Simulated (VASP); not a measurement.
# Pt (Immm) in VASP: further runs

The runs below take Pt through single point, with PBE.

Everything below comes from runs of VASP 6.6.1. Logs are shortened: lines on timing, memory, paths and dates and some standing lists are left out, and cuts for length are marked.

### 1 The cell of the first run

It takes space group Immm (No. 71, orthorhombic). Conventional cell: a = 2.744 Å, b = 2.870 Å, c = 3.970 Å, α = 90.00°, β = 90.00°, γ = 90.00°. Pt (site symmetry mmm) has 12 Pt at 2.74 to 2.87 Å within 3.6 Å.

### 2 Single point, PBE (strain +0.0450 x Voigt [0, 0, 0, 0, 0, 1])

Contents of INCAR:

```
  ALGO = Normal
  EDIFF = 1E-7
  ENCUT = 520
  GGA = PE
  ISIF = 2
  ISMEAR = 0
  LASPH = True
  LCHARG = True
  LELF = True
  LREAL = False
  LVHAR = True
  LWAVE = False
  NBANDS = 11
  NELM = 100
  PREC = Accurate
  SIGMA = 0.15
```

Contents of KPOINTS:

```
k-points
0
Gamma
  26 26 26
```

Contents of POSCAR:

```
Pt
1.0
    0.0446637387      1.9850550540      1.9850550540
    1.9850550540      0.0446637387      1.9850550540
    2.0297187927      2.0297187927      0.0000000000
Pt
1
Direct
    0.0000000000      0.0000000000      0.0000000000
```

Potentials or basis: VASP PAW PBE potentials, release 64 (Pt).

Started as:

```sh
$ cat potpaw_PBE.64/Pt/POTCAR > POTCAR
$ mpirun -np 1 vasp_std > vasp.out
```

OUTCAR:

```text
EDIFF = 1E-7
   ENCUT = 520
   GGA = PE
   ISIF = 2
   ISMEAR = 0
   LASPH = True
   LREAL = False
   NELM = 100
   PREC = Accurate

 ion  position               nearest neighbor table
   1  0.000  0.000  0.000-

  LATTYP: Found a body centered orthorhombic cell.
 ALAT       =     2.7441277144
 B/A-ratio  =     1.0460358056
 C/A-ratio  =     1.4467657927

  Lattice vectors:

 A1 = (   1.9850550540,   0.0446637387,  -1.9850550540)
 A2 = (  -1.9850550540,  -0.0446637387,  -1.9850550540)
 A3 = (   0.0446637387,   1.9850550540,   1.9850550540)

Analysis of symmetry for initial positions (statically):
=====================================================================
 Subroutine PRICEL returns:
 Original cell was already a primitive cell.

 Routine SETGRP: Setting up the symmetry group for a
 body centered orthorhombic supercell.

 Subroutine GETGRP returns: Found  8 space group operations
 (whereof  8 operations were pure point group operations)
 out of a pool of  8 trial point group operations.

The static configuration has the point symmetry D_2h.

Analysis of symmetry for dynamics (positions and initial velocities):
=====================================================================
 Subroutine PRICEL returns:
 Original cell was already a primitive cell.

 Routine SETGRP: Setting up the symmetry group for a
 body centered orthorhombic supercell.

 Subroutine GETGRP returns: Found  8 space group operations
 (whereof  8 operations were pure point group operations)
 out of a pool of  8 trial point group operations.

The dynamic configuration has the point symmetry D_2h.

 Subroutine INISYM returns: Found  8 space group operations
 (whereof  8 operations are pure point group operations),
 and found     1 'primitive' translations

----------------------------------------------------------------------------------------

                                     Primitive cell

  volume of cell :      15.6361

  direct lattice vectors                    reciprocal lattice vectors
     0.044663739  1.985055054  1.985055054    -0.257679982  0.257679982  0.251882183
     1.985055054  0.044663739  1.985055054     0.257679982 -0.257679982  0.251882183
     2.029718793  2.029718793  0.000000000     0.246339543  0.246339543 -0.251882183

  length of vectors
     2.807647055  2.807647055  2.870455844     0.442992755  0.442992755  0.429896470

  position of ions in fractional coordinates (direct lattice)
     0.000000000  0.000000000  0.000000000

  ion indices of the primitive-cell ions
   primitive index   ion index
                 1           1

----------------------------------------------------------------------------------------

 KPOINTS: k-points

Automatic generation of k-mesh.
 Grid dimensions read from file:
 generate k-points for:   26   26   26

 Generating k-lattice:

  Cartesian coordinates                     Fractional coordinates (reciprocal lattice)
    -0.009910769  0.009910769  0.009687776     0.038461538  0.000000000  0.000000000
     0.009910769 -0.009910769  0.009687776     0.000000000  0.038461538  0.000000000
     0.009474598  0.009474598 -0.009687776    -0.000000000 -0.000000000  0.038461538

  Length of vectors
     0.017038183  0.017038183  0.016534480

  Shift w.r.t. Gamma in fractional coordinates (k-lattice)
     0.000000000  0.000000000  0.000000000

 Subroutine IBZKPT returns following result:
 ===========================================

 Found   2471 irreducible k-points:

 Following reciprocal coordinates:
            Coordinates               Weight
  0.000000  0.000000  0.000000      1.000000
  0.038462 -0.000000  0.000000      4.000000
  0.076923 -0.000000  0.000000      4.000000
  0.115385  0.000000  0.000000      4.000000
  0.153846  0.000000  0.000000      4.000000
  0.192308 -0.000000  0.000000      4.000000
[... 16 lines left out ...]
  0.346154  0.038462  0.000000      4.000000
  0.384615  0.038462  0.000000      4.000000
 [... further k-points ...]
   k-points           NKPTS =   2471   k-points in BZ     NKDIM =   2471   number of bands    NBANDS=     11
   number of dos      NEDOS =    301   number of ions     NIONS =      1
   total plane-waves  NPLWV =  13824
   dimension x,y,z NGX =    24 NGY =   24 NGZ =   24
   dimension x,y,z NGXF=    48 NGYF=   48 NGZF=   48
   ions per type =               1
   NGX,Y,Z   is equivalent  to a cutoff of  14.21, 14.21, 13.90 a.u.
   NGXF,Y,Z  is equivalent  to a cutoff of  28.42, 28.42, 27.80 a.u.
 SYSTEM =  unknown system
   PREC   = accura    normal or accurate (medium, high low for compatibility)
   ISTART =      0    job   : 0-new  1-cont  2-samecut
   ICHARG =      2    charge: 1-file 2-atom 10-const
   ISPIN  =      1    spin polarized calculation?
   LNONCOLLINEAR =      F non collinear calculations
   LSORBIT =      F    spin-orbit coupling
   LASPH  =      T    aspherical Exc in radial PAW
   ENCUT  =  520.0 eV  38.22 Ry    6.18 a.u.   5.22  5.22  5.34*2*pi/ulx,y,z
   NELM   =    100;   NELMIN=  2; NELMDL= -5     # of ELM steps
   EDIFF  = 0.1E-06   stopping-criterion for ELM
   LREAL  =      F    real-space projection
   EDIFFG = 0.1E-05   stopping-criterion for IOM
   NSW    =      0    number of steps for IOM
   IBRION =     -1    ionic relax: 0-MD 1-quasi-New 2-CG
   NFREE  =      0    steps in history (QN), initial steepest desc. (CG)
   ISIF   =      2    stress and relaxation
   ISYM   =      2    0-nonsym 1-usesym 2-fastsym
   POTIM  = 0.5000    time-step for ionic-motion
   TEBEG  =    0.0;   TEEND  =   0.0 temperature during run
   PSTRESS=    0.0 pullay stress
   NELECT =      10.0000    total number of electrons
   NUPDOWN=      -1.0000    fix difference up-down
   EMIN   =  10.00;   EMAX   =-10.00  energy-range for DOS
   EFERMI =   0.00;   METHOD = LEGACY
   ISMEAR =     0;   SIGMA  =   0.15  broadening in eV -4-tet -1-fermi 0-gaus
   EFERMI_NEDOS =   21; number of points for ismear=-14 and -15
   IALGO  =     38    algorithm
   IMIX   =      4    mixing-type and parameters
     AMIX     =   0.40;   BMIX     =  1.00
     AMIX_MAG =   1.60;   BMIX_MAG =  1.00
  volume/ion in A,a.u.               =      15.64       105.52
  Fermi-wavevector in a.u.,A,eV,Ry     =   1.410476  2.665412 27.067994  1.989441
  Thomas-Fermi vector in A             =   2.532426
   LORBIT       =      0    0 simple, 1 ext, 2 COOP (PROOUT), +10 PAW based schemes
   GGA     = PE    functional components
   LHFCALC =     F    Hartree Fock is set to
   AEXX    =    0.0000 exact exchange contribution
   IVDW    =     0    specifies the selected vdW correction
   LEPSILON=     F    determine dielectric tensor
   LRPA    =     F    only Hartree local field effects (RPA)
 non-spin polarized calculation
 Gauss-broadening in eV      SIGMA  =   0.15
  energy-cutoff  :      520.00
  volume of cell :       15.64
 maximum number of plane-waves:       435
 NGX is ok and might be reduce to    24
   NGX = 11   NGY = 11   NGZ = 11

 number of electron      10.0000000 magnetization

 Free energy of the ion-electron system (eV)
  ---------------------------------------------------
  ext. energy  EPLUGINS =         0.00000000
  ---------------------------------------------------
  free energy    TOTEN  =        -6.10234380 eV

  energy without entropy =       -6.08065478  energy(sigma->0) =       -6.09149929

 E-fermi :  10.5756     XC(G=0): -13.2725

 val. band max:       10.5746018747   @ k =  -0.2692   0.3462   0.2692
 cond. band min:      10.5758634593   @ k =  -0.0385   0.1154   0.3462
 fundamental gap:      0.0012615847
 Fermi energy:        10.5756050352

 k-point     1 :       0.0000    0.0000    0.0000
  band No.  band energies     occupation
      1       0.7665      2.00000
      2       6.7624      2.00000
      3       6.9424      2.00000
      4       7.2738      2.00000
      5       9.0585      2.00000
      6       9.0783      2.00000
      7      25.2856      0.00000
      8      29.3748      0.00000
      9      30.1158      0.00000
     10      30.8277      0.00000
     11      35.2969      0.00000

 k-point     2 :       0.0385   -0.0000    0.0000
  band No.  band energies     occupation
      1       0.8268      2.00000
      2       6.7869      2.00000
      3       6.9561      2.00000
      4       7.2608      2.00000
      5       9.0404      2.00000
      6       9.0606      2.00000
      7      25.3819      0.00000
      8      29.4679      0.00000
      9      29.9845      0.00000
     10      30.6583      0.00000
     11      35.7055      0.00000

 k-point     3 :       0.0769   -0.0000    0.0000
  band No.  band energies     occupation
      1       1.0055      2.00000
      2       6.8568      2.00000
      3       6.9651      2.00000
      4       7.2563      2.00000
      5       8.9916      2.00000
      6       9.0120      2.00000
      7      25.6585      0.00000
      8      29.2645      0.00000
      9      29.7422      0.00000
     10      30.7394      0.00000
     11      36.5404      0.00000

 k-point     4 :       0.1154    0.0000    0.0000
  band No.  band energies     occupation
      1       1.2949      2.00000
      2       6.9040      2.00000
      3       6.9591      2.00000
      4       7.3306      2.00000
      5       8.9296      2.00000
      6       8.9477      2.00000
      7      26.0750      0.00000
      8      28.2285      0.00000
      9      30.1828      0.00000
     10      31.1041      0.00000
     11      36.6944      0.00000

 k-point     5 :       0.1538    0.0000    0.0000
  band No.  band energies     occupation
      1       1.6803      2.00000
      2       6.7960      2.00000
      3       7.0698      2.00000
      4       7.4626      2.00000
      5       8.8846      2.00000
      6       8.8970      2.00000
      7      26.5391      0.00000
      8      27.1226      0.00000
      9      30.7621      0.00000
     10      31.6162      0.00000
     11      35.6227      0.00000
[... 211 lines left out ...]
 k-point    21 :       0.2692    0.0385    0.0000
  band No.  band energies     occupation
      1       2.9613      2.00000
      2       6.6757      2.00000
      3       7.1975      2.00000
      4       7.5904      2.00000
      5       9.0510      2.00000
      6       9.3457      2.00000
      7      23.8871      0.00000
      8      26.9896      0.00000
      9      31.1682      0.00000
     10      33.2206      0.00000
     11      33.9914      0.00000

 k-point    22 :       0.3077    0.0385    0.0000
  band No.  band energies     occupation
      1       3.3401      2.00000
      2       6.9498      2.00000
      3       7.1263      2.00000
      4       7.4945      2.00000
      5       9.3753      2.00000
      6       9.5942      2.00000
      7      22.5191      0.00000
      8      26.5521      0.00000
      9      30.8406      0.00000
     10      32.7988      0.00000
     11      34.6836      0.00000

 k-point    23 :       0.3462    0.0385    0.0000
  band No.  band energies     occupation
      1       3.5809      2.00000
      2       7.0277      2.00000
      3       7.3812      2.00000
      4       7.4601      2.00000
      5       9.7533      2.00000
      6       9.8735      2.00000
      7      21.0832      0.00000
      8      26.0202      0.00000
      9      30.2076      0.00000
     10      31.9463      0.00000
     11      35.5208      0.00000

 k-point    24 :       0.3846    0.0385    0.0000
  band No.  band energies     occupation
      1       3.6954      2.00000
      2       6.9249      2.00000
      3       7.2800      2.00000
      4       8.1581      2.00000
      5      10.1432      1.99995
      6      10.1518      1.99994
      7      19.6417      0.00000
      8      25.5385      0.00000
      9      29.5473      0.00000
     10      31.0018      0.00000
     11      36.2506      0.00000

 [... further k-points ...]
[... 5 lines left out ...]
  --------------------------------------------------------------------------------------
  -------------------------------------------------------------------------------------
  Total        0.0632938      0.0632938     -0.0948227     -0.3034684      0.0000000      0.0000000
  in kB        6.4855113      6.4855113     -9.7161672    -31.0954161      0.0000000      0.0000000
  external PRESSURE =       1.0849518 kB  Pullay stress =       0.0000000 kB

 VOLUME and BASIS-vectors are now :
 -----------------------------------------------------------------------------
  energy-cutoff  :      520.00
  volume of cell :       15.64
      direct lattice vectors                 reciprocal lattice vectors
     0.044663739  1.985055054  1.985055054    -0.257679982  0.257679982  0.251882183
     1.985055054  0.044663739  1.985055054     0.257679982 -0.257679982  0.251882183
     2.029718793  2.029718793  0.000000000     0.246339543  0.246339543 -0.251882183

 POSITION                                       TOTAL-FORCE (eV/Angst)
 -----------------------------------------------------------------------------------
      0.00000      0.00000      0.00000        -0.000000     -0.000000      0.000000
 -----------------------------------------------------------------------------------
    total drift:                               -0.000000      0.000000     -0.000000

  FREE ENERGIE OF THE ION-ELECTRON SYSTEM (eV)
  ---------------------------------------------------
  free  energy   TOTEN  =        -6.1023437969 eV

  energy  without entropy=       -6.0806547775  energy(sigma->0) =       -6.09149929
```

Run time: 3.6 min. Hardware: 1 thread of Intel Xeon Platinum 8488C (Sapphire Rapids), shared host; peak memory 0.52 GiB.

Results:

```yaml
Free_energy: -6.1023 eV
Pressure: 0.1 GPa
Band_gap_on_the_k_mesh: zero (band 5 reaches 11.09 eV, above the bottom of band 6 at 8.90 eV)
```

Caveat: the cell differs from its parent crystal (strain +0.0450 x Voigt [0, 0, 0, 0, 0, 1]); spin-orbit coupling is left out, which moves the levels of the heavy elements.

### 3 Single point, PBE (strain -0.0600 x Voigt [0, 0, 0, 0, 0, 1])

Contents of INCAR:

```
SYSTEM = Pt
PREC = Accurate
ENCUT = 520
EDIFF = 1E-6
ISMEAR = 0
SIGMA = 0.15
LREAL = .False.
LASPH = .True.
NELM = 100
ALGO = Normal
ISIF = 2
LWAVE = .False.
LCHARG = .False.
GGA = PE
NBANDS = 11
```

Contents of KPOINTS:

```
regular mesh
0
Gamma
  26 26 26
  0 0 0
```

Contents of POSCAR:

```
Pt
1.0
   -0.0595516516      1.9850550540      1.9850550540
    1.9850550540     -0.0595516516      1.9850550540
    1.9255034024      1.9255034024      0.0000000000
Pt
1
Direct
    0.0000000000      0.0000000000      0.0000000000
```

Potentials or basis: VASP PAW PBE potentials, release 64 (Pt).

Started as:

```sh
$ cat potpaw_PBE.64/Pt/POTCAR > POTCAR
$ mpirun -np 1 vasp_std > vasp.out
```

Run time: 2.4 min. Hardware: 1 thread of Intel Xeon Platinum 8488C (Sapphire Rapids), shared host; peak memory 0.52 GiB.

Results (log left out):

* Free energy: -6.0969 eV
* Pressure: 0.5 GPa
* Band gap on the k mesh: zero (band 5 reaches 11.13 eV, above the bottom of band 6 at 8.90 eV)

Stress tensor (GPa, compression positive):
```
 1.43  4.33  0.00
 4.33  1.43  0.00
 0.00  0.00 -1.39
```

Levels at points of the mesh, in eV from the Fermi level:
| k point | band 1 | band 2 | band 3 | band 4 | band 5 | band 6 | band 7 | band 8 | band 9 | band 10 |
| --- | --- | --- | --- | --- | --- | --- | --- | --- | --- | --- |
| (0.00, 0.00, 0.00) | -9.81 | -3.89 | -3.68 | -3.21 | -1.50 | -1.47 | 14.69 | 18.58 | 19.57 | 20.51 |
| (0.50, 0.00, 0.00) | -7.05 | -3.93 | -3.26 | -0.55 | -0.20 | 0.14 | 5.20 | 14.51 | 18.81 | 19.63 |
| (0.50, 0.50, 0.00) | -6.73 | -6.23 | 0.02 | 0.44 | 0.51 | 1.86 | 8.50 | 10.22 | 12.43 | 19.51 |
| (0.00, 0.00, 0.50) | -6.88 | -3.97 | -3.33 | -0.06 | -0.06 | 0.25 | 6.03 | 14.08 | 17.92 | 18.72 |
| (0.50, 0.00, 0.50) | -6.68 | -6.25 | -0.08 | 0.44 | 0.54 | 1.89 | 8.57 | 11.30 | 11.32 | 19.73 |

Caveat: the cell differs from its parent crystal (strain -0.0600 x Voigt [0, 0, 0, 0, 0, 1]); spin-orbit coupling is left out, which moves the levels of the heavy elements.
